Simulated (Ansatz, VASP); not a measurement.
SiO2: VASP beside Ansatz

The input INCAR:

```
PREC = Accurate
ENCUT = 520
EDIFF = 1E-7
ISMEAR = 0
SIGMA = 0.05
LREAL = F
LASPH = T
NELM = 80
ALGO = Normal
ISIF = 2
LWAVE = F
LCHARG = T
GGA = CA
LELF = T
LVHAR = T
NBANDS = 25
```

Contents of KPOINTS:

```
regular mesh
0
Gamma
  6 6 8
```

The input POSCAR:

```
SiO2
1.0
    4.2798000000      0.0000000000      0.0000000000
    0.0000000000      4.2798000000      0.0000000000
    0.0000000000      0.0000000000      2.8529000000
Si O
2 4
Direct
    0.5000000000      0.5000000000      0.5000000000
    0.0000000000      0.0000000000      0.0000000000
    0.6944252994      0.6944252994      0.0000000000
    0.1944252994      0.8055747006      0.5000000000
    0.3055747006      0.3055747006      0.0000000000
    0.8055747006      0.1944252994      0.5000000000
```

Input for Ansatz:

```yaml
crystal:
  lattice:
    - [4.2798, 0.0, 0.0]
    - [0.0, 4.2798, 0.0]
    - [0.0, 0.0, 2.8529]
  atoms:
    - { symbol: Si, position: [0.5, 0.5, 0.5] }
    - { symbol: Si, position: [0.0, 0.0, 0.0] }
    - { symbol: O, position: [0.6944252994, 0.6944252994, 0.0] }
    - { symbol: O, position: [0.1944252994, 0.8055747006, 0.5] }
    - { symbol: O, position: [0.3055747006, 0.3055747006, 0.0] }
    - { symbol: O, position: [0.8055747006, 0.1944252994, 0.5] }
basis:
  ecutwfc: 520.0
kpoints:
  mp_grid: { grid: [6, 6, 8] }
hamiltonian:
  xc: lda
  pseudopotentials: { kind: paw, azcp: { folder: soft_1 } }
scf:
  occupations: { method: gaussian, width: 0.05 }
output:
  forces: true
  stress: true
  eigenvalues: true
```

Alike in both runs: task single point; functional LDA; k mesh 6 × 6 × 8; occupations gaussian, width 0.05 eV; no spin polarisation.

|  | VASP | Ansatz |
| --- | --- | --- |
| version | VASP 6.6.1 | Ansatz 0.2.0 |
| potentials or method | VASP PAW LDA potentials, release 64 (Si, O), cutoff 520 eV | scalar-relativistic, plane waves, PAW |
| valence electrons in the cell | 32 | 32 |

|  | VASP | Ansatz | Ansatz less VASP |
| --- | --- | --- | --- |
| gap on the k mesh at the Fermi level (eV) | 3.48 | 3.48 | +0.001 |
| least direct gap on the mesh (eV) | 3.48 | 3.48 | +0.001 |
| rms of the force components (eV/Å) | 0.148 | 0.155 | +0.0076 |

Ansatz warns that its potentials were made for another functional, while VASP's fit it. LDA's correlation is that of Perdew and Zunger in VASP and of Perdew and Wang (1992) in Ansatz. Atom by atom the forces differ by 0.008 eV/Å (rms over components).
